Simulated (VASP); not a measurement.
Set up this calculation in VASP 6.6.1, as the native input.

```
Task                   : single point
Functional             : PBEsol
Potentials or basis    : VASP PAW PBE potentials, release 64 (Rh_pv)
Cutoff                 : 520 eV
k mesh                 : 12 × 12 × 7
Occupations            : gaussian, width 0.15 eV
Spin                   : no spin polarisation
Dipole correction      : no
Further INCAR settings : ALGO = Normal; EDIFF = 1e-06; NBANDS = 22
```

The structure of Rh lies in POSCAR:

```
Rh
1.0
    2.7309790400      0.0000000000      0.0000000000
   -1.3654895200      2.3650972300      0.0000000000
    0.0000000000      0.0000000000      4.4284890000
Rh
2
Direct
    0.6666666667      0.3333333333      0.7500000000
    0.3333333333      0.6666666667      0.2500000000
```

This isn't the form of Rh at room conditions, which is fcc.

These files were run (other wordings do the same):

INCAR

```
SYSTEM = Rh
PREC = Accurate
ENCUT = 520
EDIFF = 1E-6
ISMEAR = 0
SIGMA = 0.15
LREAL = .False.
LASPH = .True.
NELM = 60
ALGO = Normal
ISIF = 2
LWAVE = .False.
LCHARG = .False.
GGA = PS
NBANDS = 22
```

KPOINTS

```
Automatic mesh
0
Gamma
  12 12 7
  0 0 0
```

Potentials or basis: VASP PAW PBE potentials, release 64 (Rh_pv).

The run is started by

```bash
$ cat potpaw_PBE.64/Rh_pv/POTCAR > POTCAR
$ mpirun -np 1 vasp_std > vasp.out
```

It gave:

| Property | Result |
| --- | --- |
| Pressure | -13.8 GPa |
| Band gap on the k mesh | zero (bands 15 and 16 overlap by 2.28 eV) |

Caveat: the cell stands under tension; the PAW data sets were made with another functional, which shifts forces and pressure a little.

It took 60 s on 1 thread of AMD EPYC 7R13, with other jobs on the host, peak memory 0.13 GiB.
